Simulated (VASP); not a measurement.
# Mo (R-3m) in VASP: further runs

The runs below take Mo through single point, with LDA.

Everything below comes from runs of VASP 6.6.1. Logs are shortened: lines on timing, memory, paths and dates and some standing lists are left out, and cuts for length are marked.

### Step 1. The cell of the first run

The structure is trigonal, space group R-3m (No. 166). The conventional cell has a = 3.637 Å, b = 3.637 Å, c = 3.312 Å, α = 90.00°, β = 90.00°, γ = 120.00°. Mo (site symmetry -3m) has 12 Mo at 2.37 to 3.05 Å within 3.1 Å.

### Step 2. Single point, LDA

File INCAR:

```
SYSTEM = Mo
  ALGO = Fast
  EDIFF = 1E-6
  ENCUT = 520
  GGA = CA
  ISIF = 2
  ISMEAR = 0
  LASPH = .TRUE.
  LCHARG = .FALSE.
  LREAL = .FALSE.
  LWAVE = .FALSE.
  NBANDS = 13
  NELM = 60
  PREC = Accurate
  SIGMA = 0.15
```

File KPOINTS:

```
k-points
0
G
  22 22 22
  0 0 0
```

File POSCAR:

```
Mo
1.0
   -1.0772365717      1.4947568347      1.4947568347
    1.4947568347     -1.0772365717      1.4947568347
    1.4947568347      1.4947568347     -1.0772365717
Mo
1
Direct
    0.0000000000      0.0000000000      0.0000000000
```

Potentials or basis: VASP PAW LDA potentials, release 64 (Mo_sv).

Run with:

```bash
> cat potpaw_LDA.64/Mo_sv/POTCAR > POTCAR
> mpirun -np 1 vasp_std > vasp.out
```

OUTCAR:

```text
SYSTEM = Mo
   EDIFF = 1E-6
   ENCUT = 520
   GGA = CA
   ISIF = 2
   ISMEAR = 0
   LASPH = .TRUE.
   LREAL = .FALSE.
   NELM = 60
   PREC = Accurate

 ion  position               nearest neighbor table
   1  0.000  0.000  0.000-

  LATTYP: Found a trigonal (rhomboedric) cell.
 ALAT       =     2.3725586655
 COS(alpha) =    -0.1751837620

  Lattice vectors:

 A1 = (  -1.0772365717,   1.4947568347,   1.4947568347)
 A2 = (   1.4947568347,  -1.0772365717,   1.4947568347)
 A3 = (   1.4947568347,   1.4947568347,  -1.0772365717)

Analysis of symmetry for initial positions (statically):
=====================================================================
 Subroutine PRICEL returns:
 Original cell was already a primitive cell.

 Routine SETGRP: Setting up the symmetry group for a
 trigonal (rhombohedral) supercell.

 Subroutine GETGRP returns: Found 12 space group operations
 (whereof 12 operations were pure point group operations)
 out of a pool of 12 trial point group operations.

The static configuration has the point symmetry D_3d.

Analysis of symmetry for dynamics (positions and initial velocities):
=====================================================================
 Subroutine PRICEL returns:
 Original cell was already a primitive cell.

 Routine SETGRP: Setting up the symmetry group for a
 trigonal (rhombohedral) supercell.

 Subroutine GETGRP returns: Found 12 space group operations
 (whereof 12 operations were pure point group operations)
 out of a pool of 12 trial point group operations.

The dynamic configuration has the point symmetry D_3d.

 Subroutine INISYM returns: Found 12 space group operations
 (whereof 12 operations are pure point group operations),
 and found     1 'primitive' translations

----------------------------------------------------------------------------------------

                                     Primitive cell

  volume of cell :      12.6500

  direct lattice vectors                    reciprocal lattice vectors
    -1.077236572  1.494756835  1.494756835    -0.084890068  0.303913417  0.303913417
     1.494756835 -1.077236572  1.494756835     0.303913417 -0.084890068  0.303913417
     1.494756835  1.494756835 -1.077236572     0.303913417  0.303913417 -0.084890068

  length of vectors
     2.372558665  2.372558665  2.372558665     0.438101647  0.438101647  0.438101647

  position of ions in fractional coordinates (direct lattice)
     0.000000000  0.000000000  0.000000000

  ion indices of the primitive-cell ions
   primitive index   ion index
                 1           1

----------------------------------------------------------------------------------------

 KPOINTS: k-points

Automatic generation of k-mesh.
 Grid dimensions read from file:
 generate k-points for:   22   22   22

 Generating k-lattice:

  Cartesian coordinates                     Fractional coordinates (reciprocal lattice)
    -0.003858639  0.013814246  0.013814246     0.045454545  0.000000000  0.000000000
     0.013814246 -0.003858639  0.013814246     0.000000000  0.045454545  0.000000000
     0.013814246  0.013814246 -0.003858639     0.000000000  0.000000000  0.045454545

  Length of vectors
     0.019913711  0.019913711  0.019913711

  Shift w.r.t. Gamma in fractional coordinates (k-lattice)
     0.000000000  0.000000000  0.000000000

 Subroutine IBZKPT returns following result:
 ===========================================

 Found   1024 irreducible k-points:

 Following reciprocal coordinates:
            Coordinates               Weight
  0.000000  0.000000  0.000000      1.000000
  0.045455  0.000000  0.000000      6.000000
  0.090909  0.000000  0.000000      6.000000
  0.136364 -0.000000 -0.000000      6.000000
  0.181818 -0.000000 -0.000000      6.000000
  0.227273 -0.000000  0.000000      6.000000
[... 16 lines left out ...]
  0.500000  0.045455  0.000000     12.000000
 -0.454545  0.045455  0.000000     12.000000
 [... further k-points ...]
   k-points           NKPTS =   1024   k-points in BZ     NKDIM =   1024   number of bands    NBANDS=     13
   number of dos      NEDOS =    301   number of ions     NIONS =      1
   total plane-waves  NPLWV =   5832
   dimension x,y,z NGX =    18 NGY =   18 NGZ =   18
   dimension x,y,z NGXF=    36 NGYF=   36 NGZF=   36
   ions per type =               1
   NGX,Y,Z   is equivalent  to a cutoff of  12.61, 12.61, 12.61 a.u.
   NGXF,Y,Z  is equivalent  to a cutoff of  25.23, 25.23, 25.23 a.u.
 SYSTEM =  Mo
   PREC   = accura    normal or accurate (medium, high low for compatibility)
   ISTART =      0    job   : 0-new  1-cont  2-samecut
   ICHARG =      2    charge: 1-file 2-atom 10-const
   ISPIN  =      1    spin polarized calculation?
   LNONCOLLINEAR =      F non collinear calculations
   LSORBIT =      F    spin-orbit coupling
   LASPH  =      T    aspherical Exc in radial PAW
   ENCUT  =  520.0 eV  38.22 Ry    6.18 a.u.   4.41  4.41  4.41*2*pi/ulx,y,z
   NELM   =     60;   NELMIN=  2; NELMDL= -5     # of ELM steps
   EDIFF  = 0.1E-05   stopping-criterion for ELM
   LREAL  =      F    real-space projection
   EDIFFG = 0.1E-04   stopping-criterion for IOM
   NSW    =      0    number of steps for IOM
   IBRION =     -1    ionic relax: 0-MD 1-quasi-New 2-CG
   NFREE  =      0    steps in history (QN), initial steepest desc. (CG)
   ISIF   =      2    stress and relaxation
   ISYM   =      2    0-nonsym 1-usesym 2-fastsym
   POTIM  = 0.5000    time-step for ionic-motion
   TEBEG  =    0.0;   TEEND  =   0.0 temperature during run
   PSTRESS=    0.0 pullay stress
   NELECT =      14.0000    total number of electrons
   NUPDOWN=      -1.0000    fix difference up-down
   EMIN   =  10.00;   EMAX   =-10.00  energy-range for DOS
   EFERMI =   0.00;   METHOD = LEGACY
   ISMEAR =     0;   SIGMA  =   0.15  broadening in eV -4-tet -1-fermi 0-gaus
   EFERMI_NEDOS =   21; number of points for ismear=-14 and -15
   IALGO  =     68    algorithm
   IMIX   =      4    mixing-type and parameters
     AMIX     =   0.40;   BMIX     =  1.00
     AMIX_MAG =   1.60;   BMIX_MAG =  1.00
  volume/ion in A,a.u.               =      12.65        85.37
  Fermi-wavevector in a.u.,A,eV,Ry     =   1.693378  3.200021 39.015117  2.867530
  Thomas-Fermi vector in A             =   2.774795
   LORBIT       =      0    0 simple, 1 ext, 2 COOP (PROOUT), +10 PAW based schemes
   GGA     = CA    functional components
   LHFCALC =     F    Hartree Fock is set to
   AEXX    =    0.0000 exact exchange contribution
   IVDW    =     0    specifies the selected vdW correction
   LEPSILON=     F    determine dielectric tensor
   LRPA    =     F    only Hartree local field effects (RPA)
 non-spin polarized calculation
 RMM-DIIS sequential band-by-band and
 Gauss-broadening in eV      SIGMA  =   0.15
  energy-cutoff  :      520.00
  volume of cell :       12.65
 maximum number of plane-waves:       356
 NGX is ok and might be reduce to    18
   NGX =  9   NGY =  9   NGZ =  9

 number of electron      14.0000003 magnetization

 Free energy of the ion-electron system (eV)
  ---------------------------------------------------
  ext. energy  EPLUGINS =         0.00000000
  ---------------------------------------------------
  free energy    TOTEN  =       -10.64624293 eV

  energy without entropy =      -10.64057073  energy(sigma->0) =      -10.64340683

 E-fermi :  16.3661     XC(G=0): -14.7260

 val. band max:       16.3659590693   @ k =  -0.2727   0.1818   0.0455
 cond. band min:      16.3722910158   @ k =   0.5000   0.3636   0.0909
 fundamental gap:      0.0063319466
 Fermi energy:        16.3661439415

 k-point     1 :       0.0000    0.0000    0.0000
  band No.  band energies     occupation
      1     -45.2260      2.00000
      2     -17.9758      2.00000
      3     -17.4103      2.00000
      4     -17.4103      2.00000
      5       8.6271      2.00000
      6      10.7847      2.00000
      7      10.7847      2.00000
      8      19.5572      0.00000
      9      20.6996      0.00000
     10      20.6996      0.00000
     11      31.3071      0.00000
     12      31.3071      0.00000
     13      37.5726      0.00000

 k-point     2 :       0.0455    0.0000    0.0000
  band No.  band energies     occupation
      1     -45.2149      2.00000
      2     -17.9973      2.00000
      3     -17.4626      2.00000
      4     -17.4064      2.00000
      5       8.7236      2.00000
      6      10.7982      2.00000
      7      10.8844      2.00000
      8      19.4885      0.00000
      9      20.5978      0.00000
     10      20.6533      0.00000
     11      31.4352      0.00000
     12      31.4731      0.00000
     13      37.6377      0.00000

 k-point     3 :       0.0909    0.0000    0.0000
  band No.  band energies     occupation
      1     -45.1824      2.00000
      2     -18.0920      2.00000
      3     -17.5800      2.00000
      4     -17.3950      2.00000
      5       8.9862      2.00000
      6      10.8365      2.00000
      7      11.1917      2.00000
      8      19.2710      0.00000
      9      20.3210      0.00000
     10      20.5733      0.00000
     11      31.7891      0.00000
     12      31.8619      0.00000
     13      37.7653      0.00000
[... 305 lines left out ...]
 k-point    23 :       0.5000    0.0455    0.0000
  band No.  band energies     occupation
      1     -44.6364      2.00000
      2     -20.8966      2.00000
      3     -17.6362      2.00000
      4     -17.2453      2.00000
      5      10.9055      2.00000
      6      11.1671      2.00000
      7      16.4153      0.64294
      8      18.4399      0.00000
      9      19.1115      0.00000
     10      20.9636      0.00000
     11      30.0623      0.00000
     12      31.3370      0.00000
     13      37.9245      0.00000

 k-point    24 :      -0.4545    0.0455    0.0000
  band No.  band energies     occupation
      1     -44.6507      2.00000
      2     -20.8295      2.00000
      3     -17.6332      2.00000
      4     -17.2455      2.00000
      5      10.9261      2.00000
      6      11.1934      2.00000
      7      15.8786      2.00000
      8      18.3556      0.00000
      9      19.4068      0.00000
     10      20.9525      0.00000
     11      29.8397      0.00000
     12      31.5991      0.00000
     13      37.7457      0.00000

 [... further k-points ...]

------------------------ aborting loop because EDIFF is reached ----------------------------------------

  FORCE on cell =-STRESS in cart. coord.  units (eV):
  Direction    XX          YY          ZZ          XY          YZ          ZX
  --------------------------------------------------------------------------------------
  -------------------------------------------------------------------------------------
  Total        7.3654975      7.3654975      7.3654975     -1.8748551     -1.8748551     -1.8748551
  in kB      932.8721842    932.8721842    932.8721842   -237.4585189   -237.4585189   -237.4585189
  external PRESSURE =     932.8721842 kB  Pullay stress =       0.0000000 kB

 VOLUME and BASIS-vectors are now :
 -----------------------------------------------------------------------------
  energy-cutoff  :      520.00
  volume of cell :       12.65
      direct lattice vectors                 reciprocal lattice vectors
    -1.077236572  1.494756835  1.494756835    -0.084890068  0.303913417  0.303913417
     1.494756835 -1.077236572  1.494756835     0.303913417 -0.084890068  0.303913417
     1.494756835  1.494756835 -1.077236572     0.303913417  0.303913417 -0.084890068

 POSITION                                       TOTAL-FORCE (eV/Angst)
 -----------------------------------------------------------------------------------
      0.00000      0.00000      0.00000         0.000000      0.000000      0.000000
 -----------------------------------------------------------------------------------
    total drift:                                0.000000      0.000000      0.000000

  FREE ENERGIE OF THE ION-ELECTRON SYSTEM (eV)
  ---------------------------------------------------
  free  energy   TOTEN  =       -10.6462429273 eV

  energy  without entropy=      -10.6405707332  energy(sigma->0) =      -10.64340683
```

Run time: 55 s. Hardware: 1 thread of Intel Xeon 6975P-C (Granite Rapids), shared host; peak memory 0.25 GiB.

Results:

```yaml
Free_energy: -10.6462 eV
Pressure: 93.3 GPa
Band_gap_on_the_k_mesh: zero (band 7 reaches 17.94 eV, above the bottom of band 8 at 14.55 eV)
```

### Step 3. Single point, LDA

File INCAR:

```
ALGO     = Fast           # electronic algorithm
EDIFF    = 1E-7           # SCF threshold, eV
ENCUT    = 520            # plane-wave cutoff, eV
ISIF     = 2              # what is computed and relaxed
ISMEAR   = 0              # smearing method
LASPH    = True           # aspherical terms in the spheres
LCHARG   = False          # write CHGCAR
LREAL    = False          # projectors in reciprocal space
LWAVE    = False          # write WAVECAR
NBANDS   = 13             # bands
NELM     = 60             # most SCF steps
PREC     = Accurate       # precision mode
SIGMA    = 0.15           # smearing width, eV
```

File KPOINTS:

```
k-points
0
Gamma
  22 22 22
```

File POSCAR:

```
Mo
1.0
   -0.6718498005      1.5815454720      1.5815454720
    1.5815454720     -0.6718498005      1.5815454720
    1.5815454720      1.5815454720     -0.6718498005
Mo
1
Direct
    0.0000000000      0.0000000000      0.0000000000
```

Potentials or basis: VASP PAW LDA potentials, release 64 (Mo_sv).

Run with:

```bash
> cat potpaw_LDA.64/Mo_sv/POTCAR > POTCAR
> mpirun -np 1 vasp_std > vasp.out
```

Wall time 63 s (1 thread of Intel Xeon 6975P-C (Granite Rapids), shared host); peak memory 0.25 GiB.

It converged, with:

| Property | Result |
| --- | --- |
| Free energy | -9.9910 eV |
| Pressure | 106.0 GPa |
| Band gap on the k mesh | zero (band 7 reaches 18.08 eV, above the bottom of band 8 at 14.58 eV) |

Stress tensor (GPa, compression positive):
```
106.01  15.23  15.23
 15.23 106.01  15.23
 15.23  15.23 106.01
```

Levels at points of the mesh, in eV from the Fermi level:
```tsv
k point	band 4	band 5	band 6	band 7	band 8	band 9	band 10	band 11
(0.00, 0.00, 0.00)	-33.51	-7.39	-6.23	-6.23	5.55	5.55	5.79	16.72
(0.50, 0.00, 0.00)	-33.24	-4.99	-4.20	0.57	0.65	1.01	6.14	13.74
(0.50, 0.50, 0.00)	-32.98	-8.38	-3.21	1.68	1.98	7.16	8.82	9.37
(0.50, 0.50, 0.50)	-35.93	-6.82	-5.62	-5.62	6.67	9.69	9.69	16.39
```
